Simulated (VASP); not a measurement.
# Al32Co (a cell with a defect) in VASP: single point with PBE

Aim: the single point of Al32Co (a cell with a defect) with PBE.

All numbers are computed with VASP 6.6.1; they aren't measurements. Logs are shortened: lines on timing, memory, paths and dates and some standing lists are left out, and cuts for length are marked.

### 1 The cell of the first run

The cell holds a defect, 33 atoms: a = 8.100 Å, b = 8.100 Å, c = 8.100 Å, α = 90.00°, β = 90.00°, γ = 90.00°.

### 2 Single point, PBE, collinear spin, zero start

File INCAR:

```
PREC = Accurate
ENCUT = 520
EDIFF = 1E-7
ISMEAR = -1
SIGMA = 0.15
LREAL = Auto
LASPH = T
NELM = 150
ALGO = Normal
ISIF = 2
LWAVE = F
LCHARG = T
ISPIN = 2
MAGMOM = 0 0 0 0 0 0 0 0 0 0 0 0 0 0 0 0 0 0 0 0 0 0 0 0 0 0 0 0 0 0 0 0 0
LORBIT = 11
LMAXMIX = 4
GGA = PE
LELF = T
LVHAR = T
NBANDS = 78
```

File KPOINTS:

```
regular mesh
0
Gamma
  2 2 2
```

File POSCAR:

```
Al32Co
1.0
    8.1000000000      0.0000000000      0.0000000000
    0.0000000000      8.1000000000      0.0000000000
    0.0000000000      0.0000000000      8.1000000000
Al Co
32 1
Direct
    0.5075271605      0.0032862963     -0.0097474074
    0.7467566667      0.2538756790     -0.0031764198
    0.7428998765      0.0016390123      0.2495386420
   -0.0122216049      0.0042050617     -0.0077327160
    0.2455708642      0.2646024691     -0.0123434568
    0.4982750617      0.5067774074      0.0115472840
    0.7484653086      0.7517645679      0.0127700000
    0.2521088889      0.0399491358      0.1919795062
    0.5110320988      0.2611024691      0.2456630864
    0.7477865432      0.5108420988      0.2549337037
    0.5074237037     -0.0010797531      0.5037974074
    0.7467201235      0.2453465432      0.5024154321
    0.7462492593     -0.0025746914      0.7513688889
   -0.0055861728      0.5076025926      0.0110497531
    0.2456140741      0.7531611111      0.0014901235
   -0.0158561728      0.2584580247      0.2454685185
    0.2458208642      0.4935779012      0.2544040741
    0.4764740741      0.7604537037      0.2653250617
   -0.0252909877      0.0013620988      0.5036075309
    0.2452527160      0.2409339506      0.4960071605
    0.5124344444      0.4829134568      0.5079453086
    0.7434124691      0.7459528395      0.5065462963
    0.2450820988     -0.0119161728      0.7435811111
    0.4981565432      0.2471538272      0.7526561728
    0.7477766667      0.4927888889      0.7589667901
    0.0107866667      0.7614450617      0.2662441975
   -0.0137581481      0.4871691358      0.5081565432
    0.2561417284      0.6775151852      0.5395113580
   -0.0060975309      0.2478400000      0.7526562963
    0.2450297531      0.4852802469      0.7747093827
    0.5099881481      0.7408218519      0.7657060494
   -0.0125720988      0.7420793827      0.7591909877
    0.2386103704      0.9247796296      0.4347434568
```

Potentials or basis: VASP PAW PBE potentials, release 64 (Al, Co).

Command:

```console
$ cat potpaw_PBE.64/Al/POTCAR potpaw_PBE.64/Co/POTCAR > POTCAR
$ mpirun -np 1 vasp_std > vasp.out
```

OUTCAR:

```text
PREC = Accurate
   ENCUT = 520
   EDIFF = 1E-7
   ISMEAR = -1
   LREAL = Auto
   LASPH = T
   NELM = 150
   ISIF = 2
   ISPIN = 2
   LORBIT = 11
   GGA = PE

 ion  position               nearest neighbor table
   1  0.508  0.003  0.990-   8 2.65  13 2.74  24 2.76  31 2.80   2 2.81   7 2.83   3 2.84  23 2.92
                            15 2.93   9 2.94  18 2.98   5 3.00
   2  0.747  0.254  0.997-  25 2.73   9 2.78  16 2.78   1 2.81   4 2.81  29 2.81  24 2.82  14 2.87
                             6 2.87  13 2.88   3 2.89  10 2.95
   3  0.743  0.002  0.250-  19 2.79   7 2.79  11 2.81   9 2.82   1 2.84  12 2.84  16 2.85   4 2.88
                             2 2.89  18 2.91  26 2.92  22 2.94
   4  0.988  0.004  0.992-   8 2.70  13 2.76  29 2.77   2 2.81   7 2.82  32 2.84   3 2.88  23 2.90
                            16 2.91  15 2.92   5 2.97  26 2.97
   5  0.246  0.265  0.988-   8 2.46  30 2.48  29 2.79  24 2.80  14 2.84   6 2.84  17 2.85   4 2.97
                            16 2.97  23 2.99   1 3.00   9 3.00
   6  0.498  0.507  0.012-   9 2.75  31 2.75  30 2.81  10 2.82   7 2.84  17 2.84   5 2.84  15 2.86
                             2 2.87  25 2.88  18 2.91  24 2.97
   7  0.748  0.752  0.013-  10 2.77  31 2.78   3 2.79  14 2.81   4 2.82  32 2.82   1 2.83   6 2.84
                            13 2.91  25 2.94  26 2.96  18 3.01
   8  0.252  0.040  0.192-  33 2.18   5 2.46   1 2.65   4 2.70  15 2.79   9 2.79  16 2.83  20 2.95
                            18 2.96  26 3.04  11 3.28
   9  0.511  0.261  0.246-   6 2.75   2 2.78  21 2.78  10 2.79   8 2.79   3 2.82  12 2.83  17 2.86
[... 34 lines left out ...]
                             7 2.96  27 2.97   4 2.97   8 3.04  28 3.05
  27  0.986  0.487  0.508-  28 2.69  12 2.76  29 2.77  25 2.80  16 2.82  10 2.82  22 2.87  20 2.90
                            32 2.90  17 2.94  26 2.97  30 3.01
  28  0.256  0.678  0.540-  33 2.18  30 2.46  21 2.62  27 2.69  17 2.75  31 2.80  32 2.86  18 2.93
                            23 3.01  26 3.05  11 3.32
  29  0.994  0.248  0.753-   4 2.77  27 2.77   5 2.79  30 2.81  25 2.81   2 2.81  19 2.84  12 2.85
                            13 2.85  20 2.91  23 2.93  14 2.97
  30  0.245  0.485  0.775-  28 2.46   5 2.48  14 2.80  29 2.81   6 2.81  24 2.82  15 2.84  32 2.95
                            31 2.98  20 3.00  27 3.01  21 3.06
  31  0.510  0.741  0.766-   6 2.75   7 2.78  25 2.78   1 2.80  28 2.80  22 2.83  13 2.83  15 2.87
                            23 2.94  21 2.95  11 2.98  30 2.98
  32  0.987  0.742  0.759-  14 2.79  25 2.80   7 2.82   4 2.84  22 2.85  13 2.85  28 2.86  15 2.87
                            23 2.89  27 2.90  30 2.95  19 2.95
  33  0.239  0.925  0.435-   8 2.18  28 2.18  19 2.29  11 2.33  23 2.55  20 2.61  26 2.65  18 2.71

  LATTYP: Found a simple cubic cell.
 ALAT       =     8.1000000000

  Lattice vectors:

 A1 = (   8.1000000000,   0.0000000000,   0.0000000000)
 A2 = (   0.0000000000,   8.1000000000,   0.0000000000)
 A3 = (   0.0000000000,   0.0000000000,   8.1000000000)

Analysis of symmetry for initial positions (statically):
=====================================================================
[... 236 lines left out ...]
 fundamental gap:      0.0111105621
 Fermi energy:         7.9016330630

 spin component 1

 k-point     1 :       0.0000    0.0000    0.0000
  band No.  band energies     occupation
      1      -3.0152      1.00000
      2      -0.9278      1.00000
      3      -0.8517      1.00000
      4      -0.7778      1.00000
      5      -0.7258      1.00000
      6      -0.6992      1.00000
[... 525 lines left out ...]
     63      11.3623      0.00000
     64      11.3832      0.00000
 Fermi energy:         7.9016330630

 spin component 2

 k-point     1 :       0.0000    0.0000    0.0000
  band No.  band energies     occupation
      1      -3.0152      1.00000
      2      -0.9278      1.00000
      3      -0.8517      1.00000
      4      -0.7778      1.00000
      5      -0.7258      1.00000
      6      -0.6992      1.00000
[... 525 lines left out ...]
     63      11.3623      0.00000
     64      11.3832      0.00000
 [bands above 64 left out]

------------------------ aborting loop because EDIFF is reached ----------------------------------------

  FORCE on cell =-STRESS in cart. coord.  units (eV):
  Direction    XX          YY          ZZ          XY          YZ          ZX
  --------------------------------------------------------------------------------------
  -------------------------------------------------------------------------------------
  Total        6.6050381      9.6348126      9.5766106     -0.6734563     -7.2812197     -0.4043035
  in kB       19.9127323     29.0468335     28.8713675     -2.0303222    -21.9512705     -1.2188858
  external PRESSURE =      25.9436444 kB  Pullay stress =       0.0000000 kB

 VOLUME and BASIS-vectors are now :
 -----------------------------------------------------------------------------
  energy-cutoff  :      520.00
  volume of cell :      531.44
      direct lattice vectors                 reciprocal lattice vectors
     8.100000000  0.000000000  0.000000000     0.123456790  0.000000000  0.000000000
     0.000000000  8.100000000  0.000000000     0.000000000  0.123456790  0.000000000
     0.000000000  0.000000000  8.100000000     0.000000000  0.000000000  0.123456790

 POSITION                                       TOTAL-FORCE (eV/Angst)
 -----------------------------------------------------------------------------------
      4.11097      0.02662      8.02105        -0.039313     -0.044956     -0.023116
      6.04873      2.05639      8.07427        -0.007643     -0.041809     -0.023072
      6.01749      0.01328      2.02126         0.018542     -0.010042     -0.036896
      8.00101      0.03406      8.03737         0.020553     -0.043124     -0.038388
      1.98912      2.14328      8.00002         0.012527     -0.079930      0.053544
      4.03603      4.10490      0.09353         0.024957     -0.007405     -0.002903
[... 25 lines left out ...]
      7.99817      6.01084      6.14945        -0.023769     -0.043280     -0.034601
      1.93274      7.49071      3.52142         0.051089      0.877471      0.856976
 -----------------------------------------------------------------------------------
    total drift:                                0.014144      0.005162      0.002594

  FREE ENERGIE OF THE ION-ELECTRON SYSTEM (eV)
  ---------------------------------------------------
  free  energy   TOTEN  =      -126.8430760974 eV

  energy  without entropy=     -125.8308276962  energy(sigma->0) =     -126.33695190

 total charge

# of ion       s       p       d       tot
------------------------------------------
    1        0.430   0.348   0.000   0.779
    2        0.429   0.354   0.000   0.783
    3        0.426   0.346   0.000   0.772
    4        0.430   0.345   0.000   0.775
    5        0.436   0.366   0.000   0.803
    6        0.430   0.346   0.000   0.775
[... 25 lines left out ...]
   32        0.435   0.333   0.000   0.768
   33        0.518   0.538   7.581   8.637
--------------------------------------------------
tot         14.316  11.702   7.581  33.600

 magnetization (x)

# of ion       s       p       d       tot
------------------------------------------
    1        0.000   0.000   0.000   0.000
    2       -0.000  -0.000   0.000  -0.000
    3        0.000   0.000   0.000   0.000
    4        0.000   0.000   0.000   0.000
    5       -0.000  -0.000   0.000  -0.000
    6       -0.000  -0.000   0.000  -0.000
[... 25 lines left out ...]
   32        0.000   0.000   0.000   0.000
   33        0.000  -0.000   0.000   0.000
--------------------------------------------------
tot         -0.000  -0.000   0.000  -0.000
```

OSZICAR:

```text
N       E                     dE             d eps       ncg     rms          rms(c)
DAV:   1     0.217633596969E+03    0.21763E+03   -0.36548E+04  2496   0.110E+03
DAV:   2    -0.102110903188E+03   -0.31974E+03   -0.29523E+03  2642   0.168E+02
[... 11 lines left out ...]
DAV:  14    -0.126843190428E+03    0.14262E-02   -0.26301E-03  3808   0.380E-01    0.130E-01
DAV:  15    -0.126843123543E+03    0.66885E-04   -0.20937E-04  3726   0.660E-02    0.792E-02
DAV:  16    -0.126843090403E+03    0.33140E-04   -0.27350E-05  3792   0.411E-02    0.440E-02
DAV:  17    -0.126843075706E+03    0.14697E-04   -0.30502E-05  3628   0.442E-02    0.348E-03
DAV:  18    -0.126843076172E+03   -0.46659E-06   -0.37225E-06  2840   0.685E-03    0.468E-03
DAV:  19    -0.126843076097E+03    0.74890E-07   -0.20800E-08  1708   0.109E-03
   1 F= -.12684308E+03 E0= -.12633695E+03  d E =-.101225E+01  mag=    -0.0000
```

stdout:

```text
POSCAR found type information on POSCAR AlCo
 POSCAR found :  2 types and      33 ions
 scaLAPACK will be used
 LDA part: xc-table for (Slater+PW92), standard interpolation
 POSCAR, INCAR and KPOINTS ok, starting setup
 FFT: planning ... GRIDC
 FFT: planning ... GRID_SOFT
 FFT: planning ... GRID
 WAVECAR not read
 entering main loop
```

Wall time 21 min (1 thread of Intel Xeon Platinum 8259CL at 2.50GHz (Skylake/Cascade Lake), shared host); peak memory 0.89 GiB.

What came out:

- Free energy: -126.8431 eV
- Pressure: 2.6 GPa
- Largest force: 1.228 eV/Å
- Net moment: 0.00 μB per cell
- Valence electrons inside the program's atomic spheres: Al 0.78, 0.77, 0.80, 0.85, 0.79, 0.75, 0.74 (each value once); Co 8.64

Forces on the atoms (eV/Å):
```
Al  -0.039 -0.045 -0.023
Al  -0.008 -0.042 -0.023
Al   0.019 -0.010 -0.037
Al   0.021 -0.043 -0.038
Al   0.013 -0.080  0.054
Al   0.025 -0.007 -0.003
Al  -0.002 -0.030  0.026
Al  -0.060 -0.342 -0.168
Al  -0.020 -0.057 -0.046
Al   0.011  0.015 -0.012
Al   0.304  0.079  0.069
Al  -0.017  0.078 -0.002
Al  -0.017 -0.003  0.068
Al  -0.011 -0.001  0.016
Al   0.013 -0.087 -0.173
Al  -0.006 -0.059 -0.034
Al   0.013 -0.172 -0.100
Al  -0.197  0.066  0.065
Al  -0.240  0.048  0.070
Al   0.000 -0.108 -0.073
Al  -0.062  0.002 -0.037
Al   0.016 -0.037 -0.007
Al   0.002 -0.053 -0.061
Al   0.025  0.053  0.043
Al  -0.012 -0.029 -0.033
Al   0.313  0.095  0.108
Al   0.022 -0.042 -0.036
Al  -0.097 -0.122 -0.321
Al  -0.030  0.061  0.054
Al   0.020  0.087 -0.103
Al  -0.026 -0.051 -0.062
Al  -0.024 -0.043 -0.035
Co   0.051  0.877  0.857
```

Levels at points of the mesh, in eV from the Fermi level:
Spin up:
```csv
k point,band 48,band 49,band 50,band 51,band 52,band 53,band 54,band 55,band 56,band 57
"(0.00, 0.00, 0.00)",-0.32,-0.20,-0.19,0.15,0.23,0.39,0.40,0.58,0.69,0.97
"(0.50, 0.00, 0.00)",-0.66,-0.56,-0.23,-0.14,-0.07,-0.05,-0.04,0.22,0.26,0.42
"(0.00, 0.50, 0.00)",-0.69,-0.37,-0.29,-0.16,-0.15,-0.14,0.00,0.09,0.22,0.52
"(0.00, 0.00, 0.50)",-0.68,-0.38,-0.27,-0.17,-0.15,-0.14,0.01,0.09,0.26,0.48
"(0.50, 0.50, 0.00)",-0.96,-0.61,-0.31,-0.17,-0.11,0.29,0.86,0.97,0.99,1.06
"(0.00, 0.50, 0.50)",-0.98,-0.71,-0.33,-0.26,-0.17,0.58,0.95,0.97,1.02,1.06
"(0.50, 0.00, 0.50)",-0.95,-0.60,-0.29,-0.17,-0.12,0.26,0.86,0.96,0.98,1.07
"(0.50, 0.50, 0.50)",-0.60,-0.59,-0.55,-0.51,-0.50,-0.45,-0.41,-0.38,-0.37,-0.21
```
Spin down:
```csv
k point,band 48,band 49,band 50,band 51,band 52,band 53,band 54,band 55,band 56,band 57
"(0.00, 0.00, 0.00)",-0.32,-0.20,-0.19,0.15,0.23,0.39,0.40,0.58,0.69,0.97
"(0.50, 0.00, 0.00)",-0.66,-0.56,-0.23,-0.14,-0.07,-0.05,-0.04,0.22,0.26,0.42
"(0.00, 0.50, 0.00)",-0.69,-0.37,-0.29,-0.16,-0.15,-0.14,0.00,0.09,0.22,0.52
"(0.00, 0.00, 0.50)",-0.68,-0.38,-0.27,-0.17,-0.15,-0.14,0.01,0.09,0.26,0.48
"(0.50, 0.50, 0.00)",-0.96,-0.61,-0.31,-0.17,-0.11,0.29,0.86,0.97,0.99,1.06
"(0.00, 0.50, 0.50)",-0.98,-0.71,-0.33,-0.26,-0.17,0.58,0.95,0.97,1.02,1.06
"(0.50, 0.00, 0.50)",-0.95,-0.60,-0.29,-0.17,-0.12,0.26,0.86,0.96,0.98,1.07
"(0.50, 0.50, 0.50)",-0.60,-0.59,-0.55,-0.51,-0.50,-0.45,-0.41,-0.38,-0.37,-0.21
```

Caveat: the k points lie up to 0.39 Å⁻¹ apart; no moment was typed at the start, so none could form.
